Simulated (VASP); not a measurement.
# Sb2Pt (P4/nmm) in VASP: notebook

The runs below take Sb2Pt through single point, with PBE.

Program: VASP 6.6.1. These are calculated values, not measurements. Logs are shortened: lines on timing, memory, paths and dates and some standing lists are left out, and cuts for length are marked.

## Step 1: The cell of the first run

The structure is tetragonal, space group P4/nmm (No. 129). Conventional cell: a = 4.384 Å, b = 4.384 Å, c = 6.689 Å, α = 90.00°, β = 90.00°, γ = 90.00°. Within 3.7 Å of Sb (site symmetry -4m2) lie 8 Sb at 2.84 to 3.10 Å and 4 Pt at 2.97 Å. Within 3.9 Å of Sb (site symmetry 4mm) lie 4 Sb at 2.84 Å and 6 Pt at 2.88 to 3.81 Å. Within 3.9 Å of Pt (site symmetry 4mm) lie 10 Sb at 2.88 to 3.81 Å.

## Step 2: Single point, PBE

Contents of INCAR:

```
PREC = Accurate ; ENCUT = 520
EDIFF = 1E-6 ; ISMEAR = 0
SIGMA = 0.1 ; LREAL = F
LASPH = T ; NELM = 60
ALGO = Fast ; ISIF = 2
LWAVE = F ; LCHARG = F
GGA = PE ; NBANDS = 29
```

Contents of KPOINTS:

```
Automatic mesh
0
Gamma
  4 4 4
```

Contents of POSCAR:

```
Sb2Pt
1.0
    4.3841555227      0.0000000000      0.0000000000
    0.0000000000      4.3841555227      0.0000000000
    0.0000000000      0.0000000000      6.6893515252
Sb Pt
4 2
Direct
    0.0000000000      0.0000000000      0.0000000000
    0.5000000000      0.5000000000      0.0000000000
    0.0000000000      0.5000000000      0.2700000000
    0.5000000000      0.0000000000      0.7300000000
    0.0000000000      0.5000000000      0.7000000000
    0.5000000000      0.0000000000      0.3000000000
```

Potentials or basis: VASP PAW PBE potentials, release 64 (Sb, Pt).

The run is started by

```console
> cat potpaw_PBE.64/Sb/POTCAR potpaw_PBE.64/Pt/POTCAR > POTCAR
> mpirun -np 1 vasp_std > vasp.out
```

OUTCAR:

```text
PREC = Accurate
   ENCUT = 520
   EDIFF = 1E-6
   ISMEAR = 0
   LREAL = F
   LASPH = T
   NELM = 60
   ISIF = 2
   GGA = PE

 ion  position               nearest neighbor table
   1  0.000  0.000  0.000-   3 2.84   4 2.84   3 2.84   4 2.84   5 2.97   5 2.97   6 2.97   6 2.97
                             2 3.10   2 3.10   2 3.10   2 3.10
   2  0.500  0.500  0.000-   3 2.84   4 2.84   4 2.84   3 2.84   5 2.97   6 2.97   6 2.97   5 2.97
                             1 3.10   1 3.10   1 3.10   1 3.10
   3  0.000  0.500  0.270-   1 2.84   2 2.84   1 2.84   2 2.84   5 2.88   6 3.11   6 3.11   6 3.11
                             6 3.11
   4  0.500  0.000  0.730-   1 2.84   2 2.84   2 2.84   1 2.84   6 2.88   5 3.11   5 3.11   5 3.11
                             5 3.11
   5  0.000  0.500  0.700-   3 2.88   2 2.97   1 2.97   1 2.97   2 2.97   4 3.11   4 3.11   4 3.11
                             4 3.11
   6  0.500  0.000  0.300-   4 2.88   2 2.97   1 2.97   2 2.97   1 2.97   3 3.11   3 3.11   3 3.11
                             3 3.11

  LATTYP: Found a simple tetragonal cell.
 ALAT       =     4.3841555227
 C/A-ratio  =     1.5258016032

  Lattice vectors:

 A1 = (   4.3841555227,   0.0000000000,   0.0000000000)
 A2 = (   0.0000000000,   4.3841555227,   0.0000000000)
 A3 = (   0.0000000000,   0.0000000000,   6.6893515252)

Analysis of symmetry for initial positions (statically):
=====================================================================
 Subroutine PRICEL returns:
 Original cell was already a primitive cell.

 Routine SETGRP: Setting up the symmetry group for a
 simple tetragonal supercell.

 Subroutine GETGRP returns: Found 16 space group operations
 (whereof  8 operations were pure point group operations)
 out of a pool of 16 trial point group operations.

The static configuration has the point symmetry D_2d.
 The point group associated with its full space group is D_4h.

Analysis of symmetry for dynamics (positions and initial velocities):
=====================================================================
 Subroutine PRICEL returns:
 Original cell was already a primitive cell.

 Routine SETGRP: Setting up the symmetry group for a
 simple tetragonal supercell.

 Subroutine GETGRP returns: Found 16 space group operations
 (whereof  8 operations were pure point group operations)
 out of a pool of 16 trial point group operations.

The dynamic configuration has the point symmetry D_2d.
 The point group associated with its full space group is D_4h.

 Subroutine INISYM returns: Found 16 space group operations
 (whereof  8 operations are pure point group operations),
 and found     1 'primitive' translations

----------------------------------------------------------------------------------------

                                     Primitive cell

  volume of cell :     128.5748

  direct lattice vectors                    reciprocal lattice vectors
     4.384155523  0.000000000  0.000000000     0.228094098  0.000000000  0.000000000
     0.000000000  4.384155523  0.000000000     0.000000000  0.228094098  0.000000000
     0.000000000  0.000000000  6.689351525     0.000000000  0.000000000  0.149491322

  length of vectors
     4.384155523  4.384155523  6.689351525     0.228094098  0.228094098  0.149491322

  position of ions in fractional coordinates (direct lattice)
     0.000000000  0.000000000  0.000000000
     0.500000000  0.500000000  0.000000000
     0.000000000  0.500000000  0.270000000
     0.500000000  0.000000000  0.730000000
     0.000000000  0.500000000  0.700000000
     0.500000000  0.000000000  0.300000000

  ion indices of the primitive-cell ions
   primitive index   ion index
                 1           1
                 2           2
                 3           3
                 4           4
                 5           5
                 6           6

----------------------------------------------------------------------------------------

 KPOINTS: Automatic mesh

Automatic generation of k-mesh.
 Grid dimensions read from file:
 generate k-points for:    4    4    4

 Generating k-lattice:

  Cartesian coordinates                     Fractional coordinates (reciprocal lattice)
     0.057023525  0.000000000  0.000000000     0.250000000  0.000000000  0.000000000
     0.000000000  0.057023525  0.000000000     0.000000000  0.250000000  0.000000000
     0.000000000  0.000000000  0.037372830     0.000000000  0.000000000  0.250000000

  Length of vectors
     0.057023525  0.057023525  0.037372830

  Shift w.r.t. Gamma in fractional coordinates (k-lattice)
     0.000000000  0.000000000  0.000000000

 Subroutine IBZKPT returns following result:
 ===========================================

 Found     18 irreducible k-points:

 Following reciprocal coordinates:
            Coordinates               Weight
  0.000000  0.000000  0.000000      1.000000
  0.250000  0.000000  0.000000      4.000000
  0.500000  0.000000  0.000000      2.000000
  0.250000  0.250000  0.000000      4.000000
  0.500000  0.250000  0.000000      4.000000
  0.500000  0.500000  0.000000      1.000000
[... 10 lines left out ...]
  0.500000  0.250000  0.500000      4.000000
  0.500000  0.500000  0.500000      1.000000
   k-points           NKPTS =     18   k-points in BZ     NKDIM =     18   number of bands    NBANDS=     29
   number of dos      NEDOS =    301   number of ions     NIONS =      6
   total plane-waves  NPLWV =  64800
   dimension x,y,z NGX =    36 NGY =   36 NGZ =   50
   dimension x,y,z NGXF=    72 NGYF=   72 NGZF=  100
   ions per type =               4   2
   NGX,Y,Z   is equivalent  to a cutoff of  13.65, 13.65, 12.43 a.u.
   NGXF,Y,Z  is equivalent  to a cutoff of  27.30, 27.30, 24.85 a.u.
 SYSTEM =  unknown system
   PREC   = accura    normal or accurate (medium, high low for compatibility)
   ISTART =      0    job   : 0-new  1-cont  2-samecut
   ICHARG =      2    charge: 1-file 2-atom 10-const
   ISPIN  =      1    spin polarized calculation?
   LNONCOLLINEAR =      F non collinear calculations
   LSORBIT =      F    spin-orbit coupling
   LASPH  =      T    aspherical Exc in radial PAW
   ENCUT  =  520.0 eV  38.22 Ry    6.18 a.u.   8.15  8.15 12.44*2*pi/ulx,y,z
   NELM   =     60;   NELMIN=  2; NELMDL= -5     # of ELM steps
   EDIFF  = 0.1E-05   stopping-criterion for ELM
   LREAL  =      F    real-space projection
   EDIFFG = 0.1E-04   stopping-criterion for IOM
   NSW    =      0    number of steps for IOM
   IBRION =     -1    ionic relax: 0-MD 1-quasi-New 2-CG
   NFREE  =      0    steps in history (QN), initial steepest desc. (CG)
   ISIF   =      2    stress and relaxation
   ISYM   =      2    0-nonsym 1-usesym 2-fastsym
   POTIM  = 0.5000    time-step for ionic-motion
   TEBEG  =    0.0;   TEEND  =   0.0 temperature during run
   PSTRESS=    0.0 pullay stress
   NELECT =      40.0000    total number of electrons
   NUPDOWN=      -1.0000    fix difference up-down
   EMIN   =  10.00;   EMAX   =-10.00  energy-range for DOS
   EFERMI =   0.00;   METHOD = LEGACY
   ISMEAR =     0;   SIGMA  =   0.10  broadening in eV -4-tet -1-fermi 0-gaus
   EFERMI_NEDOS =   21; number of points for ismear=-14 and -15
   IALGO  =     68    algorithm
   IMIX   =      4    mixing-type and parameters
     AMIX     =   0.40;   BMIX     =  1.00
     AMIX_MAG =   1.60;   BMIX_MAG =  1.00
  volume/ion in A,a.u.               =      21.43       144.61
  Fermi-wavevector in a.u.,A,eV,Ry     =   1.109284  2.096243 16.742127  1.230512
  Thomas-Fermi vector in A             =   2.245822
   LORBIT       =      0    0 simple, 1 ext, 2 COOP (PROOUT), +10 PAW based schemes
   GGA     = PE    functional components
   LHFCALC =     F    Hartree Fock is set to
   AEXX    =    0.0000 exact exchange contribution
   IVDW    =     0    specifies the selected vdW correction
   LEPSILON=     F    determine dielectric tensor
   LRPA    =     F    only Hartree local field effects (RPA)
 non-spin polarized calculation
 RMM-DIIS sequential band-by-band and
 Gauss-broadening in eV      SIGMA  =   0.10
  energy-cutoff  :      520.00
  volume of cell :      128.57
 maximum number of plane-waves:      3504
 NGX is ok and might be reduce to    36
   NGX = 17   NGY = 17   NGZ = 25

 number of electron      39.9999994 magnetization

 Free energy of the ion-electron system (eV)
  ---------------------------------------------------
  ext. energy  EPLUGINS =         0.00000000
  ---------------------------------------------------
  free energy    TOTEN  =       -25.39597320 eV

  energy without entropy =      -25.38821384  energy(sigma->0) =      -25.39209352

 E-fermi :  10.0441     XC(G=0): -11.1682

 val. band max:        9.9501237919   @ k =   0.5000   0.5000   0.2500
 cond. band min:      10.0568875240   @ k =   0.2500   0.0000   0.0000
 fundamental gap:      0.1067637321
 Fermi energy:        10.0440901057

 k-point     1 :       0.0000    0.0000    0.0000
  band No.  band energies     occupation
      1      -4.7477      2.00000
      2      -1.0266      2.00000
      3       1.9211      2.00000
      4       2.1143      2.00000
      5       3.8123      2.00000
      6       3.8123      2.00000
[... 21 lines left out ...]
     28      14.7128      0.00000
     29      15.8688      0.00000

 k-point     2 :       0.2500    0.0000    0.0000
  band No.  band energies     occupation
      1      -4.2486      2.00000
      2      -1.0820      2.00000
      3       0.5783      2.00000
      4       2.0704      2.00000
      5       4.1998      2.00000
      6       4.7068      2.00000
[... 21 lines left out ...]
     28      15.6748      0.00000
     29      15.6842      0.00000

 k-point     3 :       0.5000    0.0000    0.0000
  band No.  band energies     occupation
      1      -2.8079      2.00000
      2      -2.8079      2.00000
      3       1.2893      2.00000
      4       1.2893      2.00000
      5       4.1710      2.00000
      6       4.1710      2.00000
[... 21 lines left out ...]
     28      14.8241      0.00000
     29      14.8249      0.00000

 k-point     4 :       0.2500    0.2500    0.0000
  band No.  band energies     occupation
      1      -3.7552      2.00000
      2      -0.7937      2.00000
      3      -0.0848      2.00000
      4       1.8649      2.00000
      5       2.8766      2.00000
      6       4.8022      2.00000
[... 21 lines left out ...]
     28      14.5719      0.00000
     29      16.3101      0.00000

 k-point     5 :       0.5000    0.2500    0.0000
  band No.  band energies     occupation
      1      -2.3355      2.00000
      2      -2.3355      2.00000
      3       0.6880      2.00000
      4       0.6880      2.00000
      5       3.8315      2.00000
      6       3.8315      2.00000
[... 21 lines left out ...]
     28      15.2576      0.00000
     29      16.6907      0.00000
[... 318 lines left out ...]
     28      15.0740      0.00000
     29      16.5176      0.00000

 k-point    16 :       0.2500    0.2500    0.5000
  band No.  band energies     occupation
      1      -3.6612      2.00000
      2      -0.9769      2.00000
      3      -0.0854      2.00000
      4       1.8897      2.00000
      5       2.4265      2.00000
      6       4.8705      2.00000
[... 21 lines left out ...]
     28      13.8000      0.00000
     29      16.0263      0.00000

 k-point    17 :       0.5000    0.2500    0.5000
  band No.  band energies     occupation
      1      -2.2559      2.00000
      2      -2.2559      2.00000
      3       0.5352      2.00000
      4       0.5352      2.00000
      5       3.3881      2.00000
      6       3.3881      2.00000
[... 21 lines left out ...]
     28      14.7816      0.00000
     29      16.1573      0.00000

 k-point    18 :       0.5000    0.5000    0.5000
  band No.  band energies     occupation
      1      -1.0391      2.00000
      2      -1.0391      2.00000
      3      -0.8269      2.00000
      4      -0.8269      2.00000
      5       3.2838      2.00000
      6       3.2838      2.00000
[... 21 lines left out ...]
     28      14.4657      0.00000
     29      17.1437      0.00000

------------------------ aborting loop because EDIFF is reached ----------------------------------------

  FORCE on cell =-STRESS in cart. coord.  units (eV):
  Direction    XX          YY          ZZ          XY          YZ          ZX
  --------------------------------------------------------------------------------------
  -------------------------------------------------------------------------------------
  Total       14.1201206     14.1201206     10.2721432      0.0000000      0.0000000      0.0000000
  in kB      175.9515372    175.9515372    128.0016965      0.0000000      0.0000000      0.0000000
  external PRESSURE =     159.9682570 kB  Pullay stress =       0.0000000 kB

 VOLUME and BASIS-vectors are now :
 -----------------------------------------------------------------------------
  energy-cutoff  :      520.00
  volume of cell :      128.57
      direct lattice vectors                 reciprocal lattice vectors
     4.384155523  0.000000000  0.000000000     0.228094098  0.000000000  0.000000000
     0.000000000  4.384155523  0.000000000     0.000000000  0.228094098  0.000000000
     0.000000000  0.000000000  6.689351525     0.000000000  0.000000000  0.149491322

 POSITION                                       TOTAL-FORCE (eV/Angst)
 -----------------------------------------------------------------------------------
      0.00000      0.00000      0.00000        -0.000000     -0.000000      0.000000
      2.19208      2.19208      0.00000        -0.000000      0.000000      0.000000
      0.00000      2.19208      1.80612        -0.000000      0.000000      5.069524
      2.19208      0.00000      4.88323         0.000000      0.000000     -5.069524
      0.00000      2.19208      4.68255         0.000000      0.000000     -0.097325
      2.19208      0.00000      2.00681         0.000000      0.000000      0.097325
 -----------------------------------------------------------------------------------
    total drift:                                0.000000      0.000000     -0.000000

  FREE ENERGIE OF THE ION-ELECTRON SYSTEM (eV)
  ---------------------------------------------------
  free  energy   TOTEN  =       -25.3959731964 eV

  energy  without entropy=      -25.3882138393  energy(sigma->0) =      -25.39209352
```

Run time: 93 s. Hardware: 1 thread of Oxide Virtual Turin-like, shared host; peak memory 0.23 GiB.

What came out:

| Quantity | Value |
| --- | --- |
| Free energy | -25.3960 eV |
| Pressure | 16.0 GPa |
| Largest force | 5.070 eV/Å |
| Band gap on the k mesh | zero (bands 20 and 21 overlap by 0.94 eV) |

Forces in eV/Å, atoms in the order of the input:
```
Sb   0.000  0.000  0.000
Sb   0.000  0.000  0.000
Sb   0.000  0.000  5.070
Sb   0.000  0.000 -5.070
Pt   0.000  0.000 -0.097
Pt   0.000  0.000  0.097
```

Levels at points of the mesh, in eV from the Fermi level:
| k point | band 18 | band 19 | band 20 | band 21 | band 22 | band 23 |
| --- | --- | --- | --- | --- | --- | --- |
| (0.00, 0.00, 0.00) | -1.64 | -1.48 | -1.48 | -0.66 | 1.43 | 1.89 |
| (0.50, 0.00, 0.00) | -1.65 | -0.89 | -0.89 | 1.35 | 1.35 | 2.88 |
| (0.50, 0.50, 0.00) | -1.75 | -1.58 | -1.58 | -0.27 | -0.27 | 4.44 |
| (0.00, 0.00, 0.50) | -1.71 | -1.48 | -1.48 | -0.34 | 1.41 | 2.04 |
| (0.50, 0.00, 0.50) | -0.99 | -0.34 | -0.34 | 0.57 | 0.57 | 1.90 |
| (0.50, 0.50, 0.50) | -1.80 | 0.12 | 0.12 | 0.41 | 0.41 | 1.34 |

Caveat: the cell stands under pressure; spin-orbit coupling is left out, which moves the levels of the heavy elements; forces of over 1 eV/Å act on the atoms, so gaps and moduli don't describe the material at rest.

## Step 3: Single point, PBE

This run uses another cell than the first one, of 23.86 Å³/atom.

Contents of INCAR:

```
SYSTEM = Sb2Pt
PREC     = Accurate       ! precision mode
ENCUT    = 520            ! plane-wave cutoff, eV
EDIFF    = 1E-6           ! SCF threshold, eV
ISMEAR   = 0              ! smearing method
SIGMA    = 0.1            ! smearing width, eV
LREAL    = .FALSE.        ! projectors in reciprocal space
LASPH    = .TRUE.         ! aspherical terms in the spheres
NELM     = 100            ! most SCF steps
ALGO     = Normal         ! electronic algorithm
ISIF     = 2              ! what is computed and relaxed
LWAVE    = .FALSE.        ! write WAVECAR
LCHARG   = .FALSE.        ! write CHGCAR
GGA      = PE             ! functional
NBANDS   = 29             ! bands
```

Contents of KPOINTS:

```
Automatic mesh
0
G
  4 4 4
  0 0 0
```

Contents of POSCAR:

```
Sb2Pt
1.0
    4.5136355084      0.0000000000      0.0000000000
    0.0000000000      4.5136355084      0.0000000000
    0.0000000000      0.0000000000      7.0261718971
Sb Pt
4 2
Direct
    0.0000000000      0.0000000000      0.0000000000
    0.5000000000      0.5000000000      0.0000000000
    0.0000000000      0.5000000000      0.3932431863
    0.5000000000      0.0000000000      0.6067568137
    0.0000000000      0.5000000000      0.7664717410
    0.5000000000      0.0000000000      0.2335282590
```

Potentials or basis: VASP PAW PBE potentials, release 64 (Sb, Pt).

The run is started by

```console
> cat potpaw_PBE.64/Sb/POTCAR potpaw_PBE.64/Pt/POTCAR > POTCAR
> mpirun -np 1 vasp_std > vasp.out
```

Wall time 91 s (1 thread of Oxide Virtual Turin-like, shared host); peak memory 0.24 GiB.

Results (log left out):

```
Free energy            : -29.4056 eV
Pressure               : -0.4 GPa
Largest force          : 0.023 eV/Å
Band gap on the k mesh : zero (bands 20 and 21 overlap by 1.29 eV)
```

Forces on the atoms (eV/Å):
```
Sb   0.000  0.000  0.000
Sb   0.000  0.000  0.000
Sb   0.000  0.000  0.012
Sb   0.000  0.000 -0.012
Pt   0.000  0.000 -0.023
Pt   0.000  0.000  0.023
```

Stress tensor (GPa, compression positive):
```
-0.31  0.00  0.00
 0.00 -0.31  0.00
 0.00  0.00 -0.58
```

Levels at points of the mesh, in eV from the Fermi level:
```tsv
k point	band 16	band 17	band 18	band 19	band 20	band 21	band 22	band 23	band 24	band 25
(0.00, 0.00, 0.00)	-2.80	-1.67	-0.31	0.25	0.80	0.80	1.21	1.21	2.30	2.88
(0.50, 0.00, 0.00)	-2.62	-1.10	-1.10	-0.35	-0.35	0.54	0.54	1.52	1.52	2.71
(0.50, 0.50, 0.00)	-2.76	-2.44	-2.44	-1.46	-1.46	-0.48	-0.48	3.64	3.64	5.31
(0.00, 0.00, 0.50)	-1.58	-1.46	-1.46	-1.29	-1.29	-0.11	2.09	2.09	2.81	3.12
(0.50, 0.00, 0.50)	-2.57	-1.25	-1.25	-0.48	-0.48	0.83	0.83	1.06	1.06	2.22
(0.50, 0.50, 0.50)	-2.67	-2.40	-2.40	-0.65	-0.65	1.22	1.22	1.31	1.31	2.19
```

Caveat: spin-orbit coupling is left out, which moves the levels of the heavy elements.

The gap in the log of VASP goes by the Fermi energy; the results here count the filled bands.